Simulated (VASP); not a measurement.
# ZnS in VASP: further runs, part 2 of 3

VASP 6.6.1.

**4. Electric field gradients, PBEsol (zz strain of -2 %)**

INCAR reads:

```
SYSTEM = ZnS
PREC = Accurate
ENCUT = 520
EDIFF = 1E-8
ISMEAR = -1
SIGMA = 0.03
LREAL = .False.
LASPH = .True.
NELM = 60
ALGO = Normal
ISIF = 2
LWAVE = .False.
LCHARG = .False.
GGA = PS
LEFG = .True.
NBANDS = 26
```

KPOINTS reads:

```
regular mesh
0
Gamma
  8 8 5
  0 0 0
```

POSCAR reads:

```
ZnS
1.0
    3.8109987816      0.0000000000      0.0000000000
   -1.9054993908      3.3004217586      0.0000000000
    0.0000000000      0.0000000000      6.1093200000
Zn S
2 2
Direct
    0.3333333333      0.6666666667      0.0000000000
    0.6666666667      0.3333333333      0.5000000000
    0.3333333333      0.6666666667      0.3850000000
    0.6666666667      0.3333333333      0.8850000000
```

Potentials or basis: VASP PAW PBE potentials, release 64 (Zn, S).

On the command line:

```
> cat potpaw_PBE.64/Zn/POTCAR potpaw_PBE.64/S/POTCAR > POTCAR
> mpirun -np 1 vasp_std > vasp.out
```

OUTCAR:

```text
SYSTEM = ZnS
   PREC = Accurate
   ENCUT = 520
   EDIFF = 1E-8
   ISMEAR = -1
   LREAL = .False.
   LASPH = .True.
   NELM = 60
   ISIF = 2
   GGA = PS

 ion  position               nearest neighbor table
   1  0.333  0.667  0.000-   4 2.31   4 2.31   4 2.31   3 2.35
   2  0.667  0.333  0.500-   3 2.31   3 2.31   3 2.31   4 2.35
   3  0.333  0.667  0.385-   2 2.31   2 2.31   2 2.31   1 2.35
   4  0.667  0.333  0.885-   1 2.31   1 2.31   1 2.31   2 2.35

  LATTYP: Found a hexagonal cell.
 ALAT       =     3.8109987816
 C/A-ratio  =     1.6030758208

  Lattice vectors:

 A1 = (   3.8109987816,   0.0000000000,   0.0000000000)
 A2 = (  -1.9054993908,   3.3004217586,   0.0000000000)
 A3 = (   0.0000000000,   0.0000000000,   6.1093200000)

Analysis of symmetry for initial positions (statically):
=====================================================================
 Subroutine PRICEL returns:
 Original cell was already a primitive cell.

 Routine SETGRP: Setting up the symmetry group for a
 hexagonal supercell.

 Subroutine GETGRP returns: Found 12 space group operations
 (whereof  6 operations were pure point group operations)
 out of a pool of 24 trial point group operations.

The static configuration has the point symmetry C_3v.
 The point group associated with its full space group is C_6v.

Analysis of symmetry for dynamics (positions and initial velocities):
=====================================================================
 Subroutine PRICEL returns:
 Original cell was already a primitive cell.

 Routine SETGRP: Setting up the symmetry group for a
 hexagonal supercell.
[... 863 lines left out ...]

  FORCE on cell =-STRESS in cart. coord.  units (eV):
  Direction    XX          YY          ZZ          XY          YZ          ZX
  --------------------------------------------------------------------------------------
  -------------------------------------------------------------------------------------
  Total        0.0534649      0.0534649      0.3624834      0.0000000      0.0000000      0.0000000
  in kB        1.1147515      1.1147515      7.5578387      0.0000000      0.0000000      0.0000000
  external PRESSURE =       3.2624472 kB  Pullay stress =       0.0000000 kB

 VOLUME and BASIS-vectors are now :
 -----------------------------------------------------------------------------
  energy-cutoff  :      520.00
  volume of cell :       76.84
      direct lattice vectors                 reciprocal lattice vectors
     3.810998782  0.000000000  0.000000000     0.262398405  0.151495789  0.000000000
    -1.905499391  3.300421759  0.000000000     0.000000000  0.302991579  0.000000000
     0.000000000  0.000000000  6.109320000     0.000000000  0.000000000  0.163684338

 POSITION                                       TOTAL-FORCE (eV/Angst)
 -----------------------------------------------------------------------------------
     -0.00000      2.20028      0.00000         0.000000     -0.000000      0.216256
      1.90550      1.10014      3.05466        -0.000000      0.000000      0.216256
     -0.00000      2.20028      2.35209         0.000000     -0.000000     -0.216256
      1.90550      1.10014      5.40675        -0.000000     -0.000000     -0.216256
 -----------------------------------------------------------------------------------
    total drift:                               -0.000000     -0.000000      0.000380

  FREE ENERGIE OF THE ION-ELECTRON SYSTEM (eV)
  ---------------------------------------------------
  free  energy   TOTEN  =       -15.1495417428 eV

  energy  without entropy=      -15.1495417428  energy(sigma->0) =      -15.14954174

 Electric field gradients (V/A^2)
---------------------------------------------------------------------
 ion       V_xx      V_yy      V_zz      V_xy      V_xz      V_yz
---------------------------------------------------------------------
   1      -5.288    -5.281    10.569     0.006     0.000    -0.000
   2      -5.288    -5.281    10.569     0.006    -0.000     0.000
   3       4.379     4.379    -8.758    -0.000    -0.000     0.000
   4       4.379     4.379    -8.758    -0.000     0.000    -0.000
---------------------------------------------------------------------

 Electric field gradients after diagonalization (V/A^2)
 (convention: |V_zz| > |V_xx| > |V_yy|)
----------------------------------------------------------------------
 ion       V_xx      V_yy      V_zz     asymmetry (V_yy - V_xx)/ V_zz
----------------------------------------------------------------------
   1      -5.291    -5.278    10.569       0.001
   2      -5.291    -5.278    10.569       0.001
   3       4.379     4.379    -8.758       0.000
   4       4.379     4.379    -8.758       0.000
----------------------------------------------------------------------

           NMR quadrupolar parameters

 Cq : quadrupolar parameter    Cq=e*Q*V_zz/h
 eta: asymmetry parameters     (V_yy - V_xx)/ V_zz
 Q  : nuclear electric quadrupole moment in mb (millibarn)
----------------------------------------------------------------------
 ion       Cq(MHz)       eta       Q (mb)
----------------------------------------------------------------------
   1       0.026       0.001       1.000
   2       0.026       0.001       1.000
   3      -0.021       0.000       1.000
   4      -0.021       0.000       1.000
----------------------------------------------------------------------
```

OSZICAR:

```text
N       E                     dE             d eps       ncg     rms          rms(c)
DAV:   1     0.246110100410E+03    0.24611E+03   -0.17219E+04  1560   0.169E+03
DAV:   2     0.856137080898E+01   -0.23755E+03   -0.22624E+03  1632   0.353E+02
DAV:   3    -0.153593416023E+02   -0.23921E+02   -0.23687E+02  1822   0.112E+02
DAV:   4    -0.159594527568E+02   -0.60011E+00   -0.59874E+00  1844   0.177E+01
DAV:   5    -0.159686022303E+02   -0.91495E-02   -0.91471E-02  1894   0.218E+00    0.996E+00
DAV:   6    -0.151619002538E+02    0.80670E+00   -0.17859E+00  2090   0.406E+01    0.762E+00
DAV:   7    -0.151592790161E+02    0.26212E-02   -0.12226E+00  1646   0.682E+00    0.331E+00
DAV:   8    -0.151498054391E+02    0.94736E-02   -0.29874E-02  2016   0.171E+00    0.872E-01
DAV:   9    -0.151493305595E+02    0.47488E-03   -0.97767E-03  2102   0.146E+00    0.217E-01
DAV:  10    -0.151494186678E+02   -0.88108E-04   -0.52610E-04  1888   0.312E-01    0.113E-01
DAV:  11    -0.151495407350E+02   -0.12207E-03   -0.18602E-04  1640   0.931E-02    0.437E-02
DAV:  12    -0.151495397177E+02    0.10173E-05   -0.77358E-06  1988   0.580E-02    0.952E-03
DAV:  13    -0.151495420172E+02   -0.22995E-05   -0.49383E-06  1646   0.111E-02    0.371E-03
DAV:  14    -0.151495417566E+02    0.26061E-06   -0.37143E-07  2280   0.799E-03    0.241E-03
DAV:  15    -0.151495417269E+02    0.29672E-07   -0.21933E-07  1708   0.268E-03    0.664E-04
DAV:  16    -0.151495417389E+02   -0.11973E-07   -0.34974E-08  1664   0.281E-03    0.683E-05
DAV:  17    -0.151495417428E+02   -0.39363E-08   -0.57855E-09   846   0.441E-04
   1 F= -.15149542E+02 E0= -.15149542E+02  d E =-.547694E-11
```

stdout:

```text
POSCAR found type information on POSCAR ZnS
 POSCAR found :  2 types and       4 ions
 scaLAPACK will be used
 -----------------------------------------------------------------------------
|                                                                             |
|                                                                             |
|     You enforced a specific xc type in the INCAR file but a different       |
|     I HOPE YOU KNOW WHAT YOU ARE DOING!                                     |
|                                                                             |
 -----------------------------------------------------------------------------

 LDA part: xc-table for (Slater+PW92), standard interpolation
 POSCAR, INCAR and KPOINTS ok, starting setup
 FFT: planning ... GRIDC
 FFT: planning ... GRID_SOFT
 FFT: planning ... GRID
 WAVECAR not read
 entering main loop
ion   1

ion   2

ion   3

ion   4
```

It took 69 s on 1 thread of Intel Xeon 6975P-C, shared host; peak memory 0.21 GiB.

Results:

| Item | Value |
| --- | --- |
| Free energy | -15.1495 eV |
| Pressure | 0.3 GPa |
| Largest force | 0.216 eV/Å |
| Band gap on the k mesh | 2.18 eV, direct |

Forces in eV/Å, atoms in the order of the input:
```
Zn   0.000  0.000  0.216
Zn   0.000  0.000  0.216
S    0.000  0.000 -0.216
S    0.000  0.000 -0.216
```

Stress tensor (GPa, compression positive):
```
0.11 0.00 0.00
0.00 0.11 0.00
0.00 0.00 0.76
```

Levels at points of the mesh, in eV from the valence-band top:
```csv
k point,band 15,band 16,band 17,band 18,band 19,band 20,band 21,band 22
"(0.00, 0.00, 0.00)",-1.02,-0.07,-0.07,0.00,2.18,2.73,6.06,6.06
"(0.50, 0.00, 0.00)",-3.37,-2.46,-1.71,-1.04,3.34,4.22,5.09,6.93
```

Electric field gradients, principal values (V/Å²):
```tsv
atom	least	middle	greatest (by size)
1 Zn	-5.278	-5.291	10.569
2 Zn	-5.278	-5.291	10.569
3 S	4.379	4.379	-8.758
4 S	4.379	4.379	-8.758
```

Caveat: the cell differs from its parent crystal (zz strain of -2 %); without QUAD_EFG the Cq values of the log hold for a quadrupole moment of 1 mb, not for the nuclei; the PAW data sets were made with another functional, which shifts forces and pressure a little.

**5. Electric field gradients, PBEsol (equal xy, yz and zx shear strains of -1 %)**

INCAR reads:

```
SYSTEM = ZnS
PREC = Accurate
ENCUT = 520
EDIFF = 1E-8
ISMEAR = -1
SIGMA = 0.03
LREAL = .FALSE.
LASPH = .TRUE.
NELM = 80
ALGO = Normal
ISIF = 2
LWAVE = .FALSE.
LCHARG = .FALSE.
GGA = PS
LEFG = .TRUE.
NBANDS = 26
```

KPOINTS reads:

```
regular mesh
0
G
  8 8 5
  0 0 0
```

POSCAR reads:

```
ZnS
1.0
    3.8109987816     -0.0190549939     -0.0190549939
   -1.9220014996      3.3099492556     -0.0069746118
   -0.0311700000     -0.0311700000      6.2340000000
Zn S
2 2
Direct
    0.3333333333      0.6666666667      0.0000000000
    0.6666666667      0.3333333333      0.5000000000
    0.3333333333      0.6666666667      0.3850000000
    0.6666666667      0.3333333333      0.8850000000
```

Potentials or basis: VASP PAW PBE potentials, release 64 (Zn, S).

On the command line:

```
> cat potpaw_PBE.64/Zn/POTCAR potpaw_PBE.64/S/POTCAR > POTCAR
> mpirun -np 1 vasp_std > vasp.out
```

OUTCAR:

```text
SYSTEM = ZnS
   PREC = Accurate
   ENCUT = 520
   EDIFF = 1E-8
   ISMEAR = -1
   LREAL = .FALSE.
   LASPH = .TRUE.
   NELM = 80
   ISIF = 2
   GGA = PS

 ion  position               nearest neighbor table
   1  0.333  0.667  0.000-   4 2.30   4 2.32   4 2.33   3 2.40
   2  0.667  0.333  0.500-   3 2.31   3 2.31   3 2.32   4 2.40
   3  0.333  0.667  0.385-   2 2.31   2 2.31   2 2.32   1 2.40
   4  0.667  0.333  0.885-   1 2.30   1 2.32   1 2.33   2 2.40

  LATTYP: Found a triclinic cell.
 ALAT       =     3.7945979120
 B/A-ratio  =     1.0043472705
 C/A-ratio  =     1.6429028826
 COS(alpha) =     0.0099745013
 COS(beta)  =     0.0136846555
 COS(gamma) =     0.4934979113

  Lattice vectors:

 A1 = (   1.8889972820,   3.2908942617,  -0.0260296057)
 A2 = (   3.8109987816,  -0.0190549939,  -0.0190549939)
 A3 = (   0.0311700000,   0.0311700000,  -6.2340000000)

Analysis of symmetry for initial positions (statically):
=====================================================================
 Subroutine PRICEL returns:
 Original cell was already a primitive cell.

 Routine SETGRP: Setting up the symmetry group for a
 triclinic supercell.

 Subroutine GETGRP returns: Found  1 space group operations
 (whereof  1 operations were pure point group operations)
 out of a pool of  2 trial point group operations.

The static configuration has the point symmetry C_1 .

Analysis of symmetry for dynamics (positions and initial velocities):
[... 864 lines left out ...]

 [... further k-points ...]

------------------------ aborting loop because EDIFF is reached ----------------------------------------

  FORCE on cell =-STRESS in cart. coord.  units (eV):
  Direction    XX          YY          ZZ          XY          YZ          ZX
  --------------------------------------------------------------------------------------
  -------------------------------------------------------------------------------------
  Total       -0.2250445     -0.2272634     -1.1348291      0.2862147      0.1799527      0.1800239
  in kB       -4.5987161     -4.6440588    -23.1898889      5.8487116      3.6772789      3.6787349
  external PRESSURE =     -10.8108880 kB  Pullay stress =       0.0000000 kB

 VOLUME and BASIS-vectors are now :
 -----------------------------------------------------------------------------
  energy-cutoff  :      520.00
  volume of cell :       78.40
      direct lattice vectors                 reciprocal lattice vectors
     3.810998782 -0.019054994 -0.019054994     0.263172915  0.152822054  0.002079975
    -1.922001500  3.309949256 -0.006974612     0.001522647  0.303006805  0.001522647
    -0.031170000 -0.031170000  6.234000000     0.000806124  0.000806124  0.160418713

 POSITION                                       TOTAL-FORCE (eV/Angst)
 -----------------------------------------------------------------------------------
     -0.01100      2.20028     -0.01100         0.093775      0.039126      0.310448
      1.88441      1.07503      3.10197        -0.017345      0.037173      0.308669
     -0.02300      2.18828      2.38909         0.031739     -0.037122     -0.308172
      1.87241      1.06303      5.50206        -0.108169     -0.039177     -0.310945
 -----------------------------------------------------------------------------------
    total drift:                                0.000083      0.000114      0.000021

  FREE ENERGIE OF THE ION-ELECTRON SYSTEM (eV)
  ---------------------------------------------------
  free  energy   TOTEN  =       -15.1384267121 eV

  energy  without entropy=      -15.1384267121  energy(sigma->0) =      -15.13842671

 Electric field gradients (V/A^2)
---------------------------------------------------------------------
 ion       V_xx      V_yy      V_zz      V_xy      V_xz      V_yz
---------------------------------------------------------------------
   1     -11.623    -7.570    19.192    -3.700    -1.963     0.025
   2      -7.567   -11.584    19.151     0.335     2.033     0.046
   3       2.604     2.839    -5.444    -1.834    -2.090    -1.653
   4       2.861     2.561    -5.421    -1.566    -1.222    -1.658
---------------------------------------------------------------------

 Electric field gradients after diagonalization (V/A^2)
 (convention: |V_zz| > |V_xx| > |V_yy|)
----------------------------------------------------------------------
 ion       V_xx      V_yy      V_zz     asymmetry (V_yy - V_xx)/ V_zz
----------------------------------------------------------------------
   1     -13.900    -5.419    19.319       0.439
   2     -11.612    -7.693    19.305       0.203
   3       4.565     1.848    -6.414       0.424
   4       4.289     1.723    -6.012       0.427
----------------------------------------------------------------------

           NMR quadrupolar parameters

 Cq : quadrupolar parameter    Cq=e*Q*V_zz/h
 eta: asymmetry parameters     (V_yy - V_xx)/ V_zz
 Q  : nuclear electric quadrupole moment in mb (millibarn)
----------------------------------------------------------------------
 ion       Cq(MHz)       eta       Q (mb)
----------------------------------------------------------------------
   1       0.047       0.439       1.000
   2       0.047       0.203       1.000
   3      -0.016       0.424       1.000
   4      -0.015       0.427       1.000
----------------------------------------------------------------------
```

Run time: 11 min. Hardware: 1 thread of AMD EPYC 7R13, shared host; peak memory 0.35 GiB.

What came out:

```
Free energy            : -15.1384 eV
Pressure               : -1.1 GPa
Largest force          : 0.332 eV/Å
Band gap on the k mesh : 2.08 eV, direct
```

Forces on the atoms (eV/Å):
```
Zn   0.094  0.039  0.310
Zn  -0.017  0.037  0.309
S    0.032 -0.037 -0.308
S   -0.108 -0.039 -0.311
```

Stress tensor (GPa, compression positive):
```
-0.46  0.58  0.37
 0.58 -0.46  0.37
 0.37  0.37 -2.32
```

Electric field gradients, principal values (V/Å²):
| atom | least | middle | greatest (by size) |
| --- | --- | --- | --- |
| 1 Zn | -5.419 | -13.900 | 19.319 |
| 2 Zn | -7.693 | -11.612 | 19.305 |
| 3 S | 1.848 | 4.565 | -6.414 |
| 4 S | 1.723 | 4.289 | -6.012 |

Caveat: the cell differs from its parent crystal (equal xy, yz and zx shear strains of -1 %); without QUAD_EFG the Cq values of the log hold for a quadrupole moment of 1 mb, not for the nuclei; the PAW data sets were made with another functional, which shifts forces and pressure a little.

[end of part 2 of 3]
